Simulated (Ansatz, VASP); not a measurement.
**Two plane-wave programs on KBr**

```
K Br
1.0
     0.11114    3.79944    3.79944
     3.79944    0.11114    3.79944
     3.79944    3.79944    0.11114
K Br
1 1
Cartesian
  0.0249 0.0249 0.0249
  1.9026 1.9026 1.9026
```

Change from the starting cell: shear_111 strain +4.5%.

Alike in both runs: task single point; functional HSE06; k mesh 4 × 4 × 4; no spin polarisation.

|  | VASP | Ansatz |
| --- | --- | --- |
| version | VASP 6.6.1 | Ansatz 0.2.0 |
| potentials or method | VASP PAW PBE potentials, release 64 (K_sv, Br) | plane waves, PAW |
| plane-wave cutoff (eV) | 520 | 420 |
| occupations | gaussian, width 0.01 eV | fixed |
| valence electrons in the cell | 16 | 16 |

```csv
,VASP,Ansatz,Ansatz less VASP
gap on the k mesh at the Fermi level (eV),5.27,5.27,0.000
pressure (GPa),-0.3,-0.3,-0.01
"traceless stress, the component that is largest in VASP (GPa)",-0.08,-0.08,0.000
rms of the force components (eV/Å),0.005,0.006,+0.0002
```

Atom by atom the forces differ by 0.000 eV/Å (rms over components). Ansatz's warnings: stress exchange threshold loose, stress scf threshold loose.
